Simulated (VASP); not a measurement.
# BaTiO3 (Pm-3m) in VASP: single point with r2SCAN

Aim: the single point of BaTiO3 with r2SCAN.

Everything below comes from runs of VASP 6.6.1. Logs are shortened: lines on timing, memory, paths and dates and some standing lists are left out, and cuts for length are marked.

### Step 1. The cell of the first run

Symmetry: Pm-3m, No. 221, cubic system. Conventional cell: a = 4.052 Å, b = 4.052 Å, c = 4.052 Å, α = 90.00°, β = 90.00°, γ = 90.00°. Within 3.8 Å of Ba (site symmetry m-3m) lie 12 O at 2.87 Å and 8 Ti at 3.51 Å. Ti (site symmetry m-3m) has 6 O at 2.03 Å within 2.7 Å. Within 2.7 Å of O (site symmetry 4/mmm) lie 2 Ti at 2.03 Å. Within 2.7 Å of O (site symmetry 4/mmm) lie 2 Ti at 2.03 Å.

### Step 2. Single point, r2SCAN

File POSCAR:

```
BaTiO3
1.0
   -4.0522441600      0.0000000000     -4.0522441600
    0.0000000000     -4.0522441600      0.0000000000
   -4.0522441600      0.0000000000      4.0522441600
Ba Ti O
2 2 6
Direct
    0.0000000000      0.0000000000      0.0000000000
    0.5000000000      0.0000000000      0.5000000000
    0.0000000000      0.5000000000      0.5000000000
    0.5000000000      0.5000000000      0.0000000000
    0.7500000000      0.5000000000      0.2500000000
    0.2500000000      0.5000000000      0.7500000000
    0.0000000000      0.0000000000      0.5000000000
    0.5000000000      0.0000000000      0.0000000000
    0.7500000000      0.5000000000      0.7500000000
    0.2500000000      0.5000000000      0.2500000000
```

File INCAR.step1:

```
SYSTEM = BaTiO3
ALGO     = Normal         ! electronic algorithm
EDIFF    = 1E-4           ! SCF threshold, eV
ENCUT    = 520            ! plane-wave cutoff, eV
GGA      = PE             ! functional
ISMEAR   = -1             ! smearing method
LASPH    = .TRUE.         ! aspherical terms in the spheres
LCHARG   = .FALSE.        ! write CHGCAR
LREAL    = .FALSE.        ! projectors in reciprocal space
LWAVE    = .TRUE.         ! write WAVECAR
NBANDS   = 51             ! bands
NELM     = 80             ! most SCF steps
PREC     = Accurate       ! precision mode
SIGMA    = 0.1            ! smearing width, eV
```

File INCAR.step2:

```
SYSTEM = BaTiO3
ALGO     = Normal         ! electronic algorithm
EDIFF    = 1E-6           ! SCF threshold, eV
ENCUT    = 520            ! plane-wave cutoff, eV
ISIF     = 2              ! what is computed and relaxed
ISMEAR   = -1             ! smearing method
ISTART   = 1            
LASPH    = .TRUE.         ! aspherical terms in the spheres
LCHARG   = .FALSE.        ! write CHGCAR
LMIXTAU  = .TRUE.       
LREAL    = .FALSE.        ! projectors in reciprocal space
LWAVE    = .FALSE.        ! write WAVECAR
METAGGA  = R2SCAN         ! meta-GGA
NBANDS   = 51             ! bands
NELM     = 80             ! most SCF steps
PREC     = Accurate       ! precision mode
SIGMA    = 0.1            ! smearing width, eV
```

File KPOINTS:

```
k-points
0
G
  5 6 5
  0 0 0
```

Potentials or basis: VASP PAW PBE potentials, release 64 (Ba_sv, Ti_sv, O).

The run is started by

```bash
$ cat potpaw_PBE.64/Ba_sv/POTCAR potpaw_PBE.64/Ti_sv/POTCAR potpaw_PBE.64/O/POTCAR > POTCAR
$ cp INCAR.step1 INCAR
$ mpirun -np 1 vasp_std > vasp.out
$ cp INCAR.step2 INCAR
$ mpirun -np 1 vasp_std > vasp.out
```

OUTCAR:

```text
SYSTEM = BaTiO3
   EDIFF = 1E-6
   ENCUT = 520
   ISIF = 2
   ISMEAR = -1
   ISTART = 1
   LASPH = .TRUE.
   LREAL = .FALSE.
   METAGGA = R2SCAN
   NELM = 80
   PREC = Accurate

 ion  position               nearest neighbor table
   1  0.000  0.000  0.000-   5 2.87   6 2.87   7 2.87   8 2.87   9 2.87  10 2.87   7 2.87   5 2.87
                             6 2.87   9 2.87  10 2.87   8 2.87   4 3.51   3 3.51   3 3.51   3 3.51
   2  0.500  0.000  0.500-   5 2.87   6 2.87   7 2.87   8 2.87   9 2.87  10 2.87   8 2.87   5 2.87
                             6 2.87   9 2.87  10 2.87   7 2.87   4 3.51   4 3.51   3 3.51   3 3.51
   3  0.000  0.500  0.500-   5 2.03   6 2.03   7 2.03   9 2.03  10 2.03   7 2.03   1 3.51   1 3.51
                             1 3.51   2 3.51   2 3.51   1 3.51   2 3.51   2 3.51
   4  0.500  0.500  0.000-   5 2.03   6 2.03   8 2.03   9 2.03  10 2.03   8 2.03   1 3.51   2 3.51
                             1 3.51   2 3.51   2 3.51   2 3.51   1 3.51   1 3.51
   5  0.750  0.500  0.250-   3 2.03   4 2.03   1 2.87   2 2.87   1 2.87   2 2.87
   6  0.250  0.500  0.750-   3 2.03   4 2.03   1 2.87   2 2.87   1 2.87   2 2.87
   7  0.000  0.000  0.500-   3 2.03   3 2.03   1 2.87   1 2.87   2 2.87   2 2.87
   8  0.500  0.000  0.000-   4 2.03   4 2.03   1 2.87   2 2.87   2 2.87   1 2.87
   9  0.750  0.500  0.750-   3 2.03   4 2.03   1 2.87   2 2.87   1 2.87   2 2.87
  10  0.250  0.500  0.250-   3 2.03   4 2.03   1 2.87   2 2.87   1 2.87   2 2.87

  LATTYP: Found a simple tetragonal cell.
 ALAT       =     5.7307386491
 C/A-ratio  =     0.7071067812

  Lattice vectors:

 A1 = (   4.0522441600,   0.0000000000,   4.0522441600)
 A2 = (  -4.0522441600,   0.0000000000,   4.0522441600)
 A3 = (   0.0000000000,  -4.0522441600,   0.0000000000)

Analysis of symmetry for initial positions (statically):
=====================================================================
 Subroutine PRICEL returns following result:

  LATTYP: Found a simple cubic cell.
 ALAT       =     4.0522441600

  Lattice vectors:

 A1 = (   0.0000000000,   0.0000000000,  -4.0522441600)
 A2 = (   0.0000000000,  -4.0522441600,   0.0000000000)
 A3 = (  -4.0522441600,   0.0000000000,   0.0000000000)

   2 primitive cells build up your supercell.

 Routine SETGRP: Setting up the symmetry group for a
 simple tetragonal supercell.

 Subroutine GETGRP returns: Found 16 space group operations
 (whereof 16 operations were pure point group operations)
 out of a pool of 16 trial point group operations.

The static configuration has the point symmetry D_4h.

Analysis of symmetry for dynamics (positions and initial velocities):
=====================================================================
 Subroutine PRICEL returns following result:

  LATTYP: Found a simple cubic cell.
 ALAT       =     4.0522441600

  Lattice vectors:

 A1 = (   0.0000000000,   0.0000000000,  -4.0522441600)
 A2 = (   0.0000000000,  -4.0522441600,   0.0000000000)
 A3 = (  -4.0522441600,   0.0000000000,   0.0000000000)

   2 primitive cells build up your supercell.

 Routine SETGRP: Setting up the symmetry group for a
 simple tetragonal supercell.

 Subroutine GETGRP returns: Found 16 space group operations
 (whereof 16 operations were pure point group operations)
 out of a pool of 16 trial point group operations.

The dynamic configuration has the point symmetry D_4h.

 Subroutine INISYM returns: Found 16 space group operations
 (whereof 16 operations are pure point group operations),
 and found     2 'primitive' translations

----------------------------------------------------------------------------------------

                                     Primitive cell

  volume of cell :      66.5406

  direct lattice vectors                    reciprocal lattice vectors
     0.000000000  0.000000000 -4.052244160     0.000000000  0.000000000 -0.246776838
     0.000000000 -4.052244160  0.000000000     0.000000000 -0.246776838  0.000000000
    -4.052244160  0.000000000  0.000000000    -0.246776838  0.000000000  0.000000000

  length of vectors
     4.052244160  4.052244160  4.052244160     0.246776838  0.246776838  0.246776838

  position of ions in fractional coordinates (direct lattice)
     0.000000000  0.000000000  0.000000000
     0.500000000  0.500000000  0.500000000
     0.500000000  0.500000000  0.000000000
     0.500000000  0.000000000  0.500000000
     0.000000000  0.500000000  0.500000000

  ion indices of the primitive-cell ions
   primitive index   ion index
                 1           1
                 2           3
                 3           5
                 4           7
                 5           9

----------------------------------------------------------------------------------------

 KPOINTS: k-points

Automatic generation of k-mesh.
 Grid dimensions read from file:
 generate k-points for:    5    6    5

 Generating k-lattice:

  Cartesian coordinates                     Fractional coordinates (reciprocal lattice)
    -0.024677684  0.000000000 -0.024677684     0.200000000  0.000000000  0.000000000
     0.000000000 -0.041129473  0.000000000     0.000000000  0.166666667  0.000000000
    -0.024677684  0.000000000  0.024677684     0.000000000  0.000000000  0.200000000

  Length of vectors
     0.034899515  0.041129473  0.034899515

  Shift w.r.t. Gamma in fractional coordinates (k-lattice)
     0.000000000  0.000000000  0.000000000

 Subroutine IBZKPT returns following result:
 ===========================================

 Found     24 irreducible k-points:

 Following reciprocal coordinates:
            Coordinates               Weight
  0.000000  0.000000  0.000000      1.000000
  0.200000  0.000000  0.000000      4.000000
  0.400000  0.000000  0.000000      4.000000
  0.000000  0.166667  0.000000      2.000000
  0.200000  0.166667  0.000000      8.000000
  0.400000  0.166667  0.000000      8.000000
[... 16 lines left out ...]
  0.400000  0.333333  0.400000      8.000000
  0.400000  0.500000  0.400000      4.000000
   k-points           NKPTS =     24   k-points in BZ     NKDIM =     24   number of bands    NBANDS=     51
   number of dos      NEDOS =    301   number of ions     NIONS =     10
   total plane-waves  NPLWV =  69120
   dimension x,y,z NGX =    48 NGY =   30 NGZ =   48
   dimension x,y,z NGXF=    96 NGYF=   60 NGZF=   96
   ions per type =               2   2   6
   NGX,Y,Z   is equivalent  to a cutoff of  13.92, 12.31, 13.92 a.u.
   NGXF,Y,Z  is equivalent  to a cutoff of  27.85, 24.62, 27.85 a.u.
 SYSTEM =  BaTiO3
   PREC   = accura    normal or accurate (medium, high low for compatibility)
   ISTART =      1    job   : 0-new  1-cont  2-samecut
   ICHARG =      0    charge: 1-file 2-atom 10-const
   ISPIN  =      1    spin polarized calculation?
   LNONCOLLINEAR =      F non collinear calculations
   LSORBIT =      F    spin-orbit coupling
   LASPH  =      T    aspherical Exc in radial PAW
   ENCUT  =  520.0 eV  38.22 Ry    6.18 a.u.  10.66  7.53 10.66*2*pi/ulx,y,z
   NELM   =     80;   NELMIN=  2; NELMDL=  0     # of ELM steps
   EDIFF  = 0.1E-05   stopping-criterion for ELM
   LREAL  =      F    real-space projection
   EDIFFG = 0.1E-04   stopping-criterion for IOM
   NSW    =      0    number of steps for IOM
   IBRION =     -1    ionic relax: 0-MD 1-quasi-New 2-CG
   NFREE  =      0    steps in history (QN), initial steepest desc. (CG)
   ISIF   =      2    stress and relaxation
   ISYM   =      2    0-nonsym 1-usesym 2-fastsym
   POTIM  = 0.5000    time-step for ionic-motion
   TEBEG  =    0.0;   TEEND  =   0.0 temperature during run
   PSTRESS=    0.0 pullay stress
   NELECT =      80.0000    total number of electrons
   NUPDOWN=      -1.0000    fix difference up-down
   EMIN   =  10.00;   EMAX   =-10.00  energy-range for DOS
   EFERMI =   0.00;   METHOD = LEGACY
   ISMEAR =    -1;   SIGMA  =   0.10  broadening in eV -4-tet -1-fermi 0-gaus
   EFERMI_NEDOS =   21; number of points for ismear=-14 and -15
   IALGO  =     38    algorithm
   IMIX   =      4    mixing-type and parameters
     AMIX     =   0.40;   BMIX     =  1.00
     AMIX_MAG =   1.60;   BMIX_MAG =  1.00
  volume/ion in A,a.u.               =      13.31        89.81
  Fermi-wavevector in a.u.,A,eV,Ry     =   1.381654  2.610947 25.973074  1.908967
  Thomas-Fermi vector in A             =   2.506418
   LORBIT       =      0    0 simple, 1 ext, 2 COOP (PROOUT), +10 PAW based schemes
   METAGGA = R2SCAN    functional components
   LHFCALC =     F    Hartree Fock is set to
   AEXX    =    0.0000 exact exchange contribution
   IVDW    =     0    specifies the selected vdW correction
   LEPSILON=     F    determine dielectric tensor
   LRPA    =     F    only Hartree local field effects (RPA)
 non-spin polarized calculation
  energy-cutoff  :      520.00
  volume of cell :      133.08
 maximum number of plane-waves:      3656
 NGX is ok and might be reduce to    48
   NGX = 21   NGY = 15   NGZ = 21

 number of electron      80.0000017 magnetization

 Free energy of the ion-electron system (eV)
  ---------------------------------------------------
  ext. energy  EPLUGINS =         0.00000000
  ---------------------------------------------------
  free energy    TOTEN  =      -148.40262329 eV

  energy without entropy =     -148.40260148  energy(sigma->0) =     -148.40261238

 E-fermi :   4.3165     XC(G=0): -11.7096

 val. band max:        3.2509447411   @ k =   0.0000   0.5000   0.0000
 cond. band min:       5.2962075074   @ k =   0.0000   0.0000   0.0000
 fundamental gap:      2.0452627664
 Fermi energy:         4.3164658384

 k-point     1 :       0.0000    0.0000    0.0000
  band No.  band energies     occupation
      1     -55.8023      2.00000
      2     -55.8005      2.00000
      3     -30.9841      2.00000
      4     -30.9841      2.00000
      5     -30.9398      2.00000
      6     -30.9389      2.00000
[... 43 lines left out ...]
     50       8.8026      0.00000
     51       8.8027      0.00000
[... 1240 lines left out ...]
     50      10.9323      0.00000
     51      11.4460      0.00000

------------------------ aborting loop because EDIFF is reached ----------------------------------------

  FORCE on cell =-STRESS in cart. coord.  units (eV):
  Direction    XX          YY          ZZ          XY          YZ          ZX
  --------------------------------------------------------------------------------------
  -------------------------------------------------------------------------------------
  Total       -4.4806555     -4.4909281     -4.4806555      0.0000000      0.0000000      0.0000000
  in kB      -53.9430286    -54.0667013    -53.9430286      0.0000000      0.0000000      0.0000000
  external PRESSURE =     -53.9842528 kB  Pullay stress =       0.0000000 kB

 VOLUME and BASIS-vectors are now :
 -----------------------------------------------------------------------------
  energy-cutoff  :      520.00
  volume of cell :      133.08
      direct lattice vectors                 reciprocal lattice vectors
    -4.052244160  0.000000000 -4.052244160    -0.123388419  0.000000000 -0.123388419
     0.000000000 -4.052244160  0.000000000     0.000000000 -0.246776838  0.000000000
    -4.052244160  0.000000000  4.052244160    -0.123388419  0.000000000  0.123388419

 POSITION                                       TOTAL-FORCE (eV/Angst)
 -----------------------------------------------------------------------------------
      0.00000      0.00000      0.00000        -0.000000     -0.000000      0.000000
     -4.05224      0.00000      0.00000        -0.000000     -0.000000     -0.000000
     -2.02612     -2.02612      2.02612         0.000000      0.000000     -0.000000
     -2.02612     -2.02612     -2.02612         0.000000     -0.000000      0.000000
     -4.05224     -2.02612     -2.02612        -0.000000      0.000000     -0.000000
     -4.05224     -2.02612      2.02612         0.000000      0.000000      0.000000
     -2.02612      0.00000      2.02612        -0.000000     -0.000000      0.000000
     -2.02612      0.00000     -2.02612        -0.000000     -0.000000     -0.000000
     -6.07837     -2.02612      0.00000        -0.000000      0.000000      0.000000
     -2.02612     -2.02612      0.00000         0.000000      0.000000     -0.000000
 -----------------------------------------------------------------------------------
    total drift:                               -0.000000     -0.000000      0.000000

  FREE ENERGIE OF THE ION-ELECTRON SYSTEM (eV)
  ---------------------------------------------------
  free  energy   TOTEN  =      -148.4026232869 eV

  energy  without entropy=     -148.4026014825  energy(sigma->0) =     -148.40261238
```

Wall time 8.9 min (1 thread of Intel Xeon Platinum 8259CL at 2.50GHz (Skylake/Cascade Lake), shared host); peak memory 0.36 GiB.

What came out:

```
Free energy            : -148.4026 eV
Pressure               : -5.4 GPa
Band gap on the k mesh : 2.05 eV
```

Caveat: the cell stands under tension; the PAW data sets were made with another functional, which shifts forces and pressure a little; spin-orbit coupling is left out, which moves the levels of the heavy elements; an odd mesh through Γ misses points on the zone boundary, where band edges can lie.
